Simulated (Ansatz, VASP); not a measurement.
LiF: VASP beside Ansatz

The input INCAR:

```
SYSTEM = LiF
PREC     = Accurate       ! precision mode
ENCUT    = 520            ! plane-wave cutoff, eV
EDIFF    = 1E-6           ! SCF threshold, eV
ISMEAR   = -1             ! smearing method
SIGMA    = 0.03           ! smearing width, eV
LREAL    = .FALSE.        ! projectors in reciprocal space
LASPH    = .TRUE.         ! aspherical terms in the spheres
NELM     = 60             ! most SCF steps
ALGO     = Normal         ! electronic algorithm
ISIF     = 2              ! what is computed and relaxed
LWAVE    = .FALSE.        ! write WAVECAR
LCHARG   = .FALSE.        ! write CHGCAR
NBANDS   = 12             ! bands
```

The input KPOINTS:

```
regular mesh
0
G
  10 10 10
  0 0 0
```

Contents of POSCAR:

```
LiF
1.0
   -0.0201400000      2.0039300000      2.0039300000
    2.0039300000     -0.0201400000      2.0039300000
    2.0039300000      2.0039300000     -0.0201400000
Li F
1 1
Direct
    0.0000000000      0.0000000000      0.0000000000
    0.5000000000      0.5000000000      0.5000000000
```

Input for Ansatz:

```yaml
crystal:
  lattice:
    - [-0.02014, 2.00393, 2.00393]
    - [2.00393, -0.02014, 2.00393]
    - [2.00393, 2.00393, -0.02014]
  atoms:
    - { symbol: Li, position: [0.0, 0.0, 0.0] }
    - { symbol: F, position: [0.5, 0.5, 0.5] }
kpoints:
  mp_grid: { grid: [10, 10, 10] }
  band_path:
    path:
      - [0.0, 0.0, 0.0]
      - [0.5, 0.5, 0.5]
      - [0.2525443832, 0.5, 0.7474556168]
      - [-0.2525443832, 0.2525443832, 0.5]
      - [0.0, 0.0, 0.5]
      - [0.0, 0.0, 0.0]
      - [-0.3762721916, 0.0, 0.3762721916]
      - [0.0, 0.3762721916, 0.6237278084]
      - [0.0, 0.5, 0.5]
    npoints: 5
scf:
  occupations: { method: fermi_dirac, width: 0.03 }
hamiltonian:
  xc: lda
  pseudopotentials: { kind: all_electron, lapw: { basis_error: 0.001 } }
output:
  forces: true
  stress: true
  eigenvalues: true
```

Change from the starting cell: equal xy, yz and zx shear strains of -1 %.

Alike in both runs: task single point; functional LDA; k mesh 10 × 10 × 10; occupations fermi-dirac, width 0.03 eV; no spin polarisation.

|  | VASP | Ansatz |
| --- | --- | --- |
| version | VASP 6.6.1 | Ansatz 0.2.0 |
| potentials or method | VASP PAW LDA potentials, release 64 (Li_sv, F), cutoff 520 eV | all-electron LAPW, scalar-relativistic |

Ansatz gave:

```
gap on the k mesh at the Fermi level (eV) : 8.77
```

Problem. Which values does VASP return?

Solution. gap on the k mesh at the Fermi level (eV): 8.78.

LDA's correlation is that of Perdew and Zunger in VASP and of Perdew and Wang (1992) in Ansatz. Ansatz ran all-electron here, and VASP with PAW potentials.

Noted on VASP's run: the cutoff is short for stress, so the pressure is rough.
